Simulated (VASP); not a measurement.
# ScS4 (Pm-3m) in VASP: further runs

ScS4 is run at these levels: PBE; tasks: relaxation of cell and atoms, single point.

All numbers are computed with VASP 6.6.1; they aren't measurements. Logs are shortened: lines on timing, memory, paths and dates and some standing lists are left out, and cuts for length are marked.

## Step 1: The cell of the first run

Symmetry: Pm-3m, No. 221, cubic system. The conventional cell has a = 4.844 Å, b = 4.844 Å, c = 4.844 Å, α = 90.00°, β = 90.00°, γ = 90.00°. Sc (site symmetry m-3m) has 6 S at 2.42 Å within 3.2 Å. S (site symmetry 4/mmm) has 2 Sc at 2.42 Å within 3.2 Å. Within 4.5 Å of S (site symmetry m-3m) lie 12 S at 3.42 Å and 8 Sc at 4.19 Å.

The cell was generated, and may not be a known phase.

## Step 2: Relaxation of cell and atoms, PBE

Contents of INCAR:

```
  ALGO = Normal
  EDIFF = 1E-6
  EDIFFG = -0.04
  ENCUT = 600
  GGA = PE
  IBRION = 2
  ISIF = 3
  ISMEAR = 0
  LASPH = T
  LCHARG = F
  LREAL = F
  LWAVE = F
  NELM = 60
  NSW = 90
  PREC = Accurate
  SIGMA = 0.1
```

Contents of KPOINTS:

```
k-points
0
Gamma
  4 4 4
```

Contents of POSCAR:

```
ScS4
1.0
    4.8435202700      0.0000000000      0.0000000000
    0.0000000000      4.8435202700      0.0000000000
    0.0000000000      0.0000000000      4.8435202700
Sc S
1 4
Direct
    0.0000000000      0.0000000000      0.0000000000
    0.5000000000      0.0000000000      0.0000000000
    0.0000000000      0.5000000000      0.0000000000
    0.0000000000      0.0000000000      0.5000000000
    0.5000000000      0.5000000000      0.5000000000
```

Potentials or basis: VASP PAW PBE potentials, release 64 (Sc_sv, S).

Run with:

```console
$ cat potpaw_PBE.64/Sc_sv/POTCAR potpaw_PBE.64/S/POTCAR > POTCAR
$ mpirun -np 1 vasp_std > vasp.out
```

OUTCAR:

```text
EDIFF = 1E-6
   EDIFFG = -0.04
   ENCUT = 600
   GGA = PE
   IBRION = 2
   ISIF = 3
   ISMEAR = 0
   LASPH = T
   LREAL = F
   NELM = 60
   NSW = 90
   PREC = Accurate

 ion  position               nearest neighbor table
   1  0.000  0.000  0.000-   2 2.42   3 2.42   4 2.42   4 2.42   3 2.42   2 2.42
   2  0.500  0.000  0.000-   1 2.42   1 2.42
   3  0.000  0.500  0.000-   1 2.42   1 2.42
   4  0.000  0.000  0.500-   1 2.42   1 2.42
   5  0.500  0.500  0.500-

  LATTYP: Found a simple cubic cell.
 ALAT       =     4.8435202700

  Lattice vectors:

 A1 = (   4.8435202700,   0.0000000000,   0.0000000000)
 A2 = (   0.0000000000,   4.8435202700,   0.0000000000)
 A3 = (   0.0000000000,   0.0000000000,   4.8435202700)

Analysis of symmetry for initial positions (statically):
=====================================================================
 Subroutine PRICEL returns:
 Original cell was already a primitive cell.

 Routine SETGRP: Setting up the symmetry group for a
 simple cubic supercell.

 Subroutine GETGRP returns: Found 48 space group operations
 (whereof 48 operations were pure point group operations)
 out of a pool of 48 trial point group operations.

The static configuration has the point symmetry O_h .

Analysis of symmetry for dynamics (positions and initial velocities):
=====================================================================
 Subroutine PRICEL returns:
 Original cell was already a primitive cell.

 Routine SETGRP: Setting up the symmetry group for a
 simple cubic supercell.

 Subroutine GETGRP returns: Found 48 space group operations
 (whereof 48 operations were pure point group operations)
 out of a pool of 48 trial point group operations.

The dynamic configuration has the point symmetry O_h .

 Subroutine INISYM returns: Found 48 space group operations
 (whereof 48 operations are pure point group operations),
 and found     1 'primitive' translations

----------------------------------------------------------------------------------------

                                     Primitive cell

  volume of cell :     113.6275

  direct lattice vectors                    reciprocal lattice vectors
     4.843520270  0.000000000  0.000000000     0.206461405  0.000000000  0.000000000
     0.000000000  4.843520270  0.000000000     0.000000000  0.206461405  0.000000000
[... 65 lines left out ...]
   NGXF,Y,Z  is equivalent  to a cutoff of  27.46, 27.46, 27.46 a.u.
 SYSTEM =  unknown system
   PREC   = accura    normal or accurate (medium, high low for compatibility)
   ISTART =      0    job   : 0-new  1-cont  2-samecut
   ICHARG =      2    charge: 1-file 2-atom 10-const
   ISPIN  =      1    spin polarized calculation?
   LNONCOLLINEAR =      F non collinear calculations
   LSORBIT =      F    spin-orbit coupling
   LASPH  =      T    aspherical Exc in radial PAW
   ENCUT  =  600.0 eV  44.10 Ry    6.64 a.u.   9.67  9.67  9.67*2*pi/ulx,y,z
   NELM   =     60;   NELMIN=  2; NELMDL= -5     # of ELM steps
   EDIFF  = 0.1E-05   stopping-criterion for ELM
   LREAL  =      F    real-space projection
   EDIFFG = -.4E-01   stopping-criterion for IOM
   NSW    =     90    number of steps for IOM
   IBRION =      2    ionic relax: 0-MD 1-quasi-New 2-CG
   NFREE  =      1    steps in history (QN), initial steepest desc. (CG)
   ISIF   =      3    stress and relaxation
   ISYM   =      2    0-nonsym 1-usesym 2-fastsym
   POTIM  = 0.5000    time-step for ionic-motion
   TEBEG  =    0.0;   TEEND  =   0.0 temperature during run
   PSTRESS=    0.0 pullay stress
   NELECT =      35.0000    total number of electrons
   NUPDOWN=      -1.0000    fix difference up-down
   EMIN   =  10.00;   EMAX   =-10.00  energy-range for DOS
   EFERMI =   0.00;   METHOD = LEGACY
   ISMEAR =     0;   SIGMA  =   0.10  broadening in eV -4-tet -1-fermi 0-gaus
   EFERMI_NEDOS =   21; number of points for ismear=-14 and -15
   IALGO  =     38    algorithm
   IMIX   =      4    mixing-type and parameters
     AMIX     =   0.40;   BMIX     =  1.00
     AMIX_MAG =   1.60;   BMIX_MAG =  1.00
  volume/ion in A,a.u.               =      22.73       153.36
  Fermi-wavevector in a.u.,A,eV,Ry     =   1.105613  2.089305 16.631485  1.222380
  Thomas-Fermi vector in A             =   2.242102
   LORBIT       =      0    0 simple, 1 ext, 2 COOP (PROOUT), +10 PAW based schemes
   GGA     = PE    functional components
   LHFCALC =     F    Hartree Fock is set to
   AEXX    =    0.0000 exact exchange contribution
   IVDW    =     0    specifies the selected vdW correction
   LEPSILON=     F    determine dielectric tensor
   LRPA    =     F    only Hartree local field effects (RPA)
 conjugate gradient relaxation of ions
 non-spin polarized calculation
 Gauss-broadening in eV      SIGMA  =   0.10
  energy-cutoff  :      600.00
  volume of cell :      113.63
 maximum number of plane-waves:      3840
 NGX is ok and might be reduce to    40
   NGX = 19   NGY = 19   NGZ = 19

--------------------------------------- Ionic step        1  -------------------------------------------

 number of electron      35.0000001 magnetization

 Free energy of the ion-electron system (eV)
  ---------------------------------------------------
  ext. energy  EPLUGINS =         0.00000000
  ---------------------------------------------------
  free energy    TOTEN  =       -21.71593200 eV

  energy without entropy =      -21.67764752  energy(sigma->0) =      -21.69678976

------------------------ aborting loop because EDIFF is reached ----------------------------------------

  FORCE on cell =-STRESS in cart. coord.  units (eV):
  Direction    XX          YY          ZZ          XY          YZ          ZX
  --------------------------------------------------------------------------------------
  -------------------------------------------------------------------------------------
  Total        1.4043234      1.4043234      1.4043234      0.0000000     -0.0000000      0.0000000
  in kB       19.8013297     19.8013297     19.8013297      0.0000000     -0.0000000      0.0000000
  external PRESSURE =      19.8013297 kB  Pullay stress =       0.0000000 kB
[... 65 lines left out ...]
--------------------------------------- Ionic step        3  -------------------------------------------

 number of electron      35.0000001 magnetization

 Free energy of the ion-electron system (eV)
  ---------------------------------------------------
  ext. energy  EPLUGINS =         0.00000000
  ---------------------------------------------------
  free energy    TOTEN  =       -21.73970073 eV

  energy without entropy =      -21.69949564  energy(sigma->0) =      -21.71959818

 E-fermi :   2.1525     XC(G=0):  -9.1878

 val. band max:        2.1422127619   @ k =   0.5000   0.0000   0.0000
 cond. band min:       2.1955310169   @ k =   0.2500   0.0000   0.0000
 fundamental gap:      0.0533182550
 Fermi energy:         2.1524527319

 k-point     1 :       0.0000    0.0000    0.0000
  band No.  band energies     occupation
      1     -46.1192      2.00000
      2     -24.8182      2.00000
      3     -24.8182      2.00000
      4     -24.8182      2.00000
      5     -10.4788      2.00000
      6      -9.0000      2.00000
[... 261 lines left out ...]
  FREE ENERGIE OF THE ION-ELECTRON SYSTEM (eV)
  ---------------------------------------------------
  free  energy   TOTEN  =       -21.7397007266 eV

  energy  without entropy=      -21.6994956363  energy(sigma->0) =      -21.71959818

 reached required accuracy - stopping structural energy minimisation
```

CONTCAR:

```text
ScS4
   1.00000000000000
     4.8990917676624006    0.0000000000000000    0.0000000000000000
     0.0000000000000000    4.8990917676624006    0.0000000000000000
    -0.0000000000000000   -0.0000000000000000    4.8990917676624006
  Sc              S
     1     4
Direct
     0.0000000000000000    0.0000000000000000    0.0000000000000000
     0.5000000000000000    0.0000000000000000    0.0000000000000000
     0.0000000000000000    0.5000000000000000    0.0000000000000000
     0.0000000000000000    0.0000000000000000    0.5000000000000000
     0.5000000000000000    0.5000000000000000    0.5000000000000000

  0.00000000E+00  0.00000000E+00  0.00000000E+00
  0.00000000E+00  0.00000000E+00  0.00000000E+00
  0.00000000E+00  0.00000000E+00  0.00000000E+00
  0.00000000E+00  0.00000000E+00  0.00000000E+00
  0.00000000E+00  0.00000000E+00  0.00000000E+00
```

Run time: 82 s. Hardware: 1 thread of Oxide Virtual Turin-like, shared host; peak memory 0.22 GiB.

Results:

```
Free energy                           : -21.7397 eV
Relaxed volume                        : 23.52 Å³/atom
Relaxed cell                          : a = 4.899 Å, b = 4.899 Å, c = 4.899 Å, α = 90.00°, β = 90.00°, γ = 90.00°
Space group after relaxing (to 0.1 Å) : Pm-3m (No. 221)
Energy gained by relaxing             : 4.8 meV/atom
Ionic steps                           : 3
Pressure after relaxing               : 0.0 GPa
Band gap on the k mesh                : zero (an odd number of electrons rules out a gap without spin polarisation)
```

Step by step:
```csv
step,energy change (eV),largest force (eV/Å),pressure (GPa),volume (Å³)
1,0.0000,0.0000,1.98,113.63
2,-0.0230,0.0000,-0.33,118.31
3,-0.0238,0.0000,0.00,117.58
```

Final structure:
```xyz
5
Lattice="4.8991 0.0000 0.0000 0.0000 4.8991 0.0000 0.0000 0.0000 4.8991" Properties=species:S:1:pos:R:3 pbc="T T T"
Sc    0.0000    0.0000    0.0000
S     2.4495    0.0000    0.0000
S     0.0000    2.4495    0.0000
S     0.0000    0.0000    2.4495
S     2.4495    2.4495    2.4495
```

## Step 3: Single point, PBE, collinear spin

This run uses another cell than the first one, of 23.31 Å³/atom.

Contents of INCAR:

```
SYSTEM = ScS4
PREC     = Accurate       ! precision mode
ENCUT    = 520            ! plane-wave cutoff, eV
EDIFF    = 1E-7           ! SCF threshold, eV
ISMEAR   = 0              ! smearing method
SIGMA    = 0.1            ! smearing width, eV
LREAL    = .False.        ! projectors in reciprocal space
LASPH    = .True.         ! aspherical terms in the spheres
NELM     = 150            ! most SCF steps
ALGO     = Normal         ! electronic algorithm
ISIF     = 2              ! what is computed and relaxed
LWAVE    = .False.        ! write WAVECAR
LCHARG   = .True.         ! write CHGCAR
ISPIN    = 2              ! spin polarisation
MAGMOM   = 1 0 0 0 0      ! initial moments
LORBIT   = 11             ! projections on sites
LMAXMIX  = 4              ! l up to which the mixer works
GGA      = PE             ! functional
LELF     = .True.         ! ELF
LVHAR    = .True.       
NBANDS   = 30             ! bands
```

Contents of KPOINTS:

```
Automatic mesh
0
Gamma
  4 4 4
  0 0 0
```

POSCAR: that of step 2 with these lines changed.

```diff
@@ -2,5 +2,5 @@
 1.0
-    4.8435202700      0.0000000000      0.0000000000
-    0.0000000000      4.8435202700      0.0000000000
-    0.0000000000      0.0000000000      4.8435202700
+    4.8847938996      0.0000000000      0.0000000000
+    0.0000000000      4.8847938996      0.0000000000
+    0.0000000000      0.0000000000      4.8847938996
 Sc S
```

Potentials or basis: VASP PAW PBE potentials, release 64 (Sc_sv, S).

Run with:

```console
$ cat potpaw_PBE.64/Sc_sv/POTCAR potpaw_PBE.64/S/POTCAR > POTCAR
$ mpirun -np 1 vasp_std > vasp.out
```

Wall time 76 s (1 thread of Oxide Virtual Turin-like, shared host); peak memory 0.22 GiB.

It converged, with:

| Quantity | Value |
| --- | --- |
| Free energy | -21.7381 eV |
| Pressure | 0.5 GPa |
| Net moment | 0.00 μB per cell |
| Valence electrons inside the program's atomic spheres | Sc 9.61; S 3.64, 3.43 (each value once) |

Levels at points of the mesh, in eV from the Fermi level:
Spin up:
| k point | band 13 | band 14 | band 15 | band 16 | band 17 | band 18 | band 19 | band 20 | band 21 | band 22 |
| --- | --- | --- | --- | --- | --- | --- | --- | --- | --- | --- |
| (0.00, 0.00, 0.00) | -0.75 | -0.75 | -0.54 | -0.54 | -0.54 | 0.90 | 0.90 | 0.90 | 2.29 | 2.29 |
| (0.50, 0.00, 0.00) | -2.24 | -1.28 | -0.93 | -0.93 | -0.10 | -0.10 | -0.01 | -0.01 | 2.37 | 3.91 |
| (0.50, 0.50, 0.00) | -2.25 | -1.63 | -1.61 | -1.61 | -0.97 | 0.52 | 0.52 | 0.58 | 4.08 | 4.08 |
| (0.50, 0.50, 0.50) | -2.48 | -2.48 | 0.27 | 0.27 | 0.27 | 0.61 | 0.61 | 0.61 | 4.75 | 4.75 |
Spin down:
```tsv
k point	band 13	band 14	band 15	band 16	band 17	band 18	band 19	band 20	band 21	band 22
(0.00, 0.00, 0.00)	-0.75	-0.75	-0.53	-0.53	-0.53	0.90	0.90	0.90	2.29	2.29
(0.50, 0.00, 0.00)	-2.24	-1.28	-0.93	-0.93	-0.10	-0.10	-0.01	-0.01	2.37	3.91
(0.50, 0.50, 0.00)	-2.25	-1.63	-1.61	-1.61	-0.97	0.52	0.52	0.58	4.08	4.08
(0.50, 0.50, 0.50)	-2.48	-2.48	0.27	0.27	0.27	0.61	0.61	0.61	4.75	4.75
```

## Step 4: Single point, PBE, collinear spin

This run uses another cell than the first one, of 23.87 Å³/atom.

Contents of INCAR:

```
SYSTEM = ScS4
  PREC = Accurate
  ENCUT = 520
  EDIFF = 1E-6
  ISMEAR = 0
  SIGMA = 0.1
  LREAL = .FALSE.
  LASPH = .TRUE.
  NELM = 150
  ALGO = Normal
  ISIF = 2
  LWAVE = .FALSE.
  LCHARG = .FALSE.
  ISPIN = 2
  MAGMOM = 0 0.41 0.41 0.41 1.64
  LORBIT = 11
  LMAXMIX = 4
  GGA = PE
  NBANDS = 30
```

Contents of KPOINTS:

```
regular mesh
0
G
  8 8 8
  0 0 0
```

POSCAR: that of step 3 with these lines changed.

```diff
@@ -2,5 +2,5 @@
 1.0
-    4.8847938996      0.0000000000      0.0000000000
-    0.0000000000      4.8847938996      0.0000000000
-    0.0000000000      0.0000000000      4.8847938996
+    4.9234439159      0.0000000000      0.0000000000
+    0.0000000000      4.9234439159      0.0000000000
+    0.0000000000      0.0000000000      4.9234439159
 Sc S
```

Run with:

```console
$ cat potpaw_PBE.64/Sc_sv/POTCAR potpaw_PBE.64/S/POTCAR > POTCAR
$ mpirun -np 1 vasp_std > vasp.out
```

It took 3.6 min on 1 thread of Oxide Virtual Turin-like, shared host; peak memory 0.35 GiB.

Results (log left out):

* Free energy: -21.8369 eV
* Pressure: 0.2 GPa
* Net moment: 1.52 μB per cell
* Site moments: Sc +0.04; S -0.00, +0.94 (each value once) μB
* Valence electrons inside the program's atomic spheres: Sc 9.57; S 3.64, 3.44 (each value once)

Levels at points of the mesh, in eV from the Fermi level:
Spin up:
```
           k point  band 14  band 15  band 16  band 17  band 18  band 19  band 20  band 21  band 22  band 23
(0.00, 0.00, 0.00)    -1.14    -0.50    -0.50    -0.50     0.64     0.64     0.64     2.31     2.31     2.31
(0.50, 0.00, 0.00)    -1.66    -1.26    -0.89    -0.48    -0.48    -0.09    -0.09     2.39     3.88     4.01
(0.50, 0.50, 0.00)    -1.71    -1.59    -1.54    -1.54     0.10     0.10     0.57     4.02     4.02     4.35
(0.50, 0.50, 0.50)    -2.38    -0.34    -0.34    -0.34     0.61     0.61     0.61     4.65     4.65     4.65
```
Spin down:
```csv
k point,band 14,band 15,band 16,band 17,band 18,band 19,band 20,band 21
"(0.00, 0.00, 0.00)",-0.50,-0.49,-0.49,-0.49,1.16,1.16,1.16,2.36
"(0.50, 0.00, 0.00)",-1.23,-0.88,-0.36,-0.09,-0.09,0.43,0.43,2.43
"(0.50, 0.50, 0.00)",-1.60,-1.53,-1.53,-0.37,0.58,0.88,0.88,4.06
"(0.50, 0.50, 0.50)",-2.39,0.60,0.60,0.60,0.75,0.75,0.75,4.72
```

## Step 5: The runs side by side

| task | spin | cell | k mesh | cutoff (eV) | gap on the mesh (eV) | pressure (GPa) | moment (μB) |
| --- | --- | --- | --- | --- | --- | --- | --- |
| relaxation of cell and atoms | off | relaxed from a = 4.844 Å, 5 atoms | 4 × 4 × 4 | 600 | none | 0.0 | - |
| single point | collinear | a = 4.885 Å, 5 atoms | 4 × 4 × 4 | 520 | none | 0.5 | 0.00 |
| single point | collinear | a = 4.923 Å, 5 atoms | 8 × 8 × 8 | 520 | none | 0.2 | 1.52 |

Alike in all rows: level PBE; potentials or basis VASP PAW PBE potentials, release 64 (Sc_sv, S); smearing gaussian 0.1 eV.

Absolute energies hang on the potentials; compare differences alone.

The gap in the log of VASP goes by the Fermi energy; the results here count the filled bands.